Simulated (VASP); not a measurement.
## Ba: single point with PBE

Crystal: Ba.

```
Ba
1.0
     3.64056    0.00000    0.00000
     0.00000    3.64056    0.00000
     0.00000    0.00000    3.64056
Ba
1
Direct
  0.00000 0.00000 0.00000
```

This isn't the form of Ba at room conditions, which is bcc.

| Property | Result |
| --- | --- |
| Program | VASP 6.6.1 |
| Task | single point |
| Functional | PBE |
| Potentials or basis | VASP PAW PBE potentials, release 64 (Ba_sv) |
| Cutoff | 520 eV |
| k mesh | 9 × 9 × 9 |
| Occupations | fermi-dirac, width 0.08 eV |
| Spin | no spin polarisation |

```
Pressure               : 3.1 GPa
Band gap on the k mesh : zero (bands 5 and 6 overlap by 0.18 eV)
```

Levels at points of the mesh, in eV from the Fermi level:
| k point | band 2 | band 3 | band 4 | band 5 | band 6 | band 7 | band 8 | band 9 |
| --- | --- | --- | --- | --- | --- | --- | --- | --- |
| (0.00, 0.00, 0.00) | -13.47 | -13.47 | -13.47 | -2.54 | -0.13 | -0.13 | 6.17 | 6.17 |

Wall time 22 s on 1 thread of Intel Xeon 8259CL, on a shared host, peak memory 0.16 GiB.

Caveat: the cell stands under pressure; spin-orbit coupling is left out, which moves the levels of the heavy elements.
